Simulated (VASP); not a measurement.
Write the native input for VASP 6.6.1 that does the following.

- Task: single point
- Functional: PBEsol
- Potentials or basis: VASP PAW PBE potentials, release 64 (Ir)
- Cutoff: 520 eV
- k mesh: 24 × 24 × 12
- Occupations: gaussian, width 0.15 eV
- Spin: no spin polarisation
- Dipole correction: no
- Further INCAR settings: ALGO = Fast; EDIFF = 1e-07; NBANDS = 16

The structure of Ir lies in POSCAR:

```
Ir
1.0
    2.7069930703      0.0000000000      0.0000000000
   -1.3534965352      2.3443247668      0.0000000000
    0.0000000000      0.0000000000      4.6098202425
Ir
2
Direct
    0.6666666667      0.3333333333      0.7500000000
    0.3333333333      0.6666666667      0.2500000000
```

This cell differs from its parent crystal: ratio of the length along z to the lengths across it x 1.05, volume and fractional coordinates fixed.

These files were run (other wordings do the same):

INCAR

```
PREC = Accurate
ENCUT = 520
EDIFF = 1E-7
ISMEAR = 0
SIGMA = 0.15
LREAL = False
LASPH = True
NELM = 60
ALGO = Fast
ISIF = 2
LWAVE = False
LCHARG = True
GGA = PS
LELF = True
LVHAR = True
NBANDS = 16
```

KPOINTS

```
Automatic mesh
0
Gamma
  24 24 12
```

Potentials or basis: VASP PAW PBE potentials, release 64 (Ir).

The run is started by

```console
$ cat potpaw_PBE.64/Ir/POTCAR > POTCAR
$ mpirun -np 1 vasp_std > vasp.out
```

It gave:

```
Pressure               : -11.0 GPa
Band gap on the k mesh : zero (band 9 reaches 10.95 eV, above the bottom of band 10 at 7.51 eV)
```

Caveat: the PAW data sets were made with another functional, which shifts forces and pressure a little; spin-orbit coupling is left out, which moves the levels of the heavy elements.

Run time: 2.8 min on 1 thread of Intel(R) Xeon(R) Platinum 8488C (Sapphire Rapids) (shared host), peak memory 0.26 GiB.
